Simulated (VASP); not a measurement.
Wanted: the native input for a VASP 6.6.1 run.

```yaml
Task: single point
Functional: PBE
Potentials_or_basis: VASP PAW PBE potentials, release 64 (Os_sv_GW, C)
Cutoff: 700 eV
k_mesh: 6 × 6 × 4
Occupations: gaussian, width 0.1 eV
Spin: no spin polarisation
Dipole_correction: no
Further_INCAR_settings: ALGO = Normal; EDIFF = 1e-06; NBANDS = 30
```

The structure of Os2C3 lies in POSCAR:

```
Os2C3
1.0
    3.2958544583      0.0000000000      0.0000000000
   -1.6479272291      2.8542936880      0.0000000000
    0.0000000000      0.0000000000      5.1278141698
Os C
2 3
Direct
    0.3333333333      0.6666666667      0.2450000000
    0.6666666667      0.3333333333      0.7550000000
    0.0000000000      0.0000000000      0.0000000000
    0.3333333333      0.6666666667      0.6450000000
    0.6666666667      0.3333333333      0.3550000000
```

One way to write it, as run:

INCAR

```
SYSTEM = Os2C3
PREC     = Accurate       ! precision mode
ENCUT    = 700            ! plane-wave cutoff, eV
EDIFF    = 1E-6           ! SCF threshold, eV
ISMEAR   = 0              ! smearing method
SIGMA    = 0.1            ! smearing width, eV
LREAL    = .FALSE.        ! projectors in reciprocal space
LASPH    = .TRUE.         ! aspherical terms in the spheres
NELM     = 120            ! most SCF steps
ALGO     = Normal         ! electronic algorithm
ISIF     = 2              ! what is computed and relaxed
LWAVE    = .FALSE.        ! write WAVECAR
LCHARG   = .FALSE.        ! write CHGCAR
GGA      = PE             ! functional
NBANDS   = 30             ! bands
GGA_COMPAT= .FALSE.
```

KPOINTS

```
regular mesh
0
G
  6 6 4
  0 0 0
```

Potentials or basis: VASP PAW PBE potentials, release 64 (Os_sv_GW, C).

The run is started by

```console
$ cat potpaw_PBE.64/Os_sv_GW/POTCAR potpaw_PBE.64/C/POTCAR > POTCAR
$ mpirun -np 1 vasp_std > vasp.out
```

Results of the run:

```yaml
Pressure: 22.1 GPa
Largest_force: 1.128 eV/Å
Band_gap_on_the_k_mesh: zero (bands 22 and 23 overlap by 1.16 eV)
```

Caveat: the k points lie up to 0.37 Å⁻¹ apart, too coarse for converged energies and pressures of a metal; spin-orbit coupling is left out, which moves the levels of the heavy elements; forces of over 1 eV/Å act on the atoms, so gaps and moduli don't describe the material at rest.

Wall time 96 s on 1 thread of AMD EPYC 7571 (shared host), peak memory 0.18 GiB.
